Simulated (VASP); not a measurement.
A run of VASP 6.6.1:

The input INCAR:

```
  PREC = Accurate
  ENCUT = 520
  EDIFF = 1E-7
  ISMEAR = -1
  SIGMA = 0.02
  LREAL = False
  LASPH = True
  NELM = 60
  ALGO = Normal
  ISIF = 2
  LWAVE = False
  LCHARG = True
  GGA = PE
  IVDW = 12
  LELF = True
  LVHAR = True
  NBANDS = 26
```

File KPOINTS:

```
Automatic mesh
0
Gamma
  9 9 4
```

POSCAR

```
CuF
1.0
    2.7625361970      0.0000000000      0.0000000000
   -1.3812680985      2.3924265254      0.0000000000
    0.0000000000      0.0000000000      6.4019833364
Cu F
2 2
Direct
    0.0000000000      0.0000000000      0.0000000000
    0.0000000000      0.0000000000      0.5000000000
    0.3333333333      0.6666666667      0.2500000000
    0.6666666667      0.3333333333      0.7500000000
```

Potentials or basis: VASP PAW PBE potentials, release 64 (Cu, F).

The run is started by

```sh
$ cat potpaw_PBE.64/Cu/POTCAR potpaw_PBE.64/F/POTCAR > POTCAR
$ mpirun -np 1 vasp_std > vasp.out
```

Hardware: 1 thread of AMD EPYC 7R13 (shared host).

Task: Estimate the wall time of this run.

Result: Run time: 96 s on 1 thread of AMD EPYC 7R13 (shared host), peak memory 0.17 GiB. Counts: scf iterations 14, k points 36.
